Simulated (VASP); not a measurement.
Crystal: AlN.

```
Al N
1.0
     3.59323    0.00000    0.00000
    -1.79661    3.11182    0.00000
     0.00000    0.00000    7.11590
Al N
3 3
Direct
  0.77401 0.00000 0.33333
  0.00000 0.77401 0.66667
  0.22599 0.22599 0.00000
  0.68557 0.00000 0.83333
  0.00000 0.68557 0.16667
  0.31443 0.31443 0.50000
```

* Program: VASP 6.6.1
* Task: relaxation of cell and atoms
* Functional: PBE
* Potentials or basis: VASP PAW PBE potentials, release 64 (Al, N)
* Cutoff: 600 eV
* k mesh: 6 × 6 × 4
* Occupations: gaussian, width 0.1 eV
* Spin: no spin polarisation

At the start: pressure -33.3 GPa; volume 13.26 Å³/atom.

Task: How do energy, volume and symmetry change on relaxing?

Result: Over 16 steps the energy falls by 1247.2 meV/atom and the volume is 8.42 Å³/atom (-36.5 %); space group Fm-3m (No. 225, to 0.05 Å).

Step by step:
```csv
step,energy change (eV),largest force (eV/Å),pressure (GPa),volume (Å³)
1,0.0000,0.7971,-33.32,79.57
2,-5.4340,4.0437,20.61,51.13
3,-5.5669,3.4212,7.45,53.74
4,-6.0330,1.0156,19.48,47.82
5,-6.6037,2.0102,8.95,50.39
6,-7.2542,0.6074,-9.69,53.08
7,-7.2551,0.6487,-9.14,52.96
8,-7.3768,0.4266,2.88,50.17
9,-7.3773,0.4369,2.11,50.33
10,-7.4317,0.3631,1.93,50.26
11,-7.4486,0.3205,2.02,50.19
12,-7.4774,0.1433,-1.95,50.94
13,-7.4774,0.1496,-1.78,50.90
14,-7.4818,0.0487,1.01,50.34
15,-7.4822,0.0724,0.37,50.46
16,-7.4835,0.0172,0.19,50.49
```

Final structure:
```xyz
6
Lattice="2.8766 0.0000 0.0000 -1.4383 2.4912 0.0000 0.0000 0.0000 7.0462" Properties=species:S:1:pos:R:3 pbc="T T T"
Al    1.9159    0.0000    2.3487
Al   -0.9579    1.6592    4.6975
Al    0.4803    0.8320    0.0000
N     1.9168    0.0000    5.8719
N    -0.9584    1.6600    1.1744
N     0.4799    0.8312    3.5231
```

Caveat: the volume moved by over 15 % at a fixed basis, so the end points are rough.
